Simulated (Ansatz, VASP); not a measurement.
## Mo in VASP and in Ansatz

File INCAR:

```
ALGO = Fast ; EDIFF = 1E-6
ENCUT = 520 ; GGA = PE
ISIF = 2 ; ISMEAR = 0
LASPH = True ; LCHARG = False
LREAL = False ; LWAVE = False
NBANDS = 13 ; NELM = 60
PREC = Accurate ; SIGMA = 0.15
```

The input KPOINTS:

```
k-points
0
Gamma
  26 26 26
```

The input POSCAR:

```
Mo
1.0
   -1.5802194356      1.6118238243      1.5802194356
    1.5802194356     -1.6118238243      1.5802194356
    1.5802194356      1.6118238243     -1.5802194356
Mo
1
Direct
    0.0000000000      0.0000000000      0.0000000000
```

Input for Ansatz:

```yaml
crystal:
  lattice:
    - [-1.5802194356, 1.6118238243, 1.5802194356]
    - [1.5802194356, -1.6118238243, 1.5802194356]
    - [1.5802194356, 1.6118238243, -1.5802194356]
  atoms:
    - { symbol: Mo, position: [0.0, 0.0, 0.0] }
basis:
  ecutwfc: 420
kpoints:
  mp_grid: { grid: [26, 26, 26] }
hamiltonian:
  xc: pbe
scf:
  occupations: { method: gaussian, width: 0.15 }
output:
  forces: true
  stress: true
  eigenvalues: true
```

Change from the starting cell: strain +0.0200 x Voigt [0, 1, 0, 0, 0, 0], atoms carried along.

Alike in both runs: task single point; functional PBE; k mesh 26 × 26 × 26; occupations gaussian, width 0.15 eV; no spin polarisation.

```csv
,VASP,Ansatz
version,VASP 6.6.1,Ansatz 0.2.0
potentials or method,"VASP PAW PBE potentials, release 64 (Mo_sv), cutoff 520 eV","scalar-relativistic, plane waves, PAW"
valence electrons in the cell,14,14
```

```csv
,VASP,Ansatz,Ansatz less VASP
gap on the k mesh at the Fermi level (eV),none,none,-
pressure (GPa),-4.3,-4.8,-0.51
"traceless stress, the component that is largest in VASP (GPa)",-3.83,-3.83,-0.002
```

A gap of «none» marks a metal or a gap that the smearing closes.
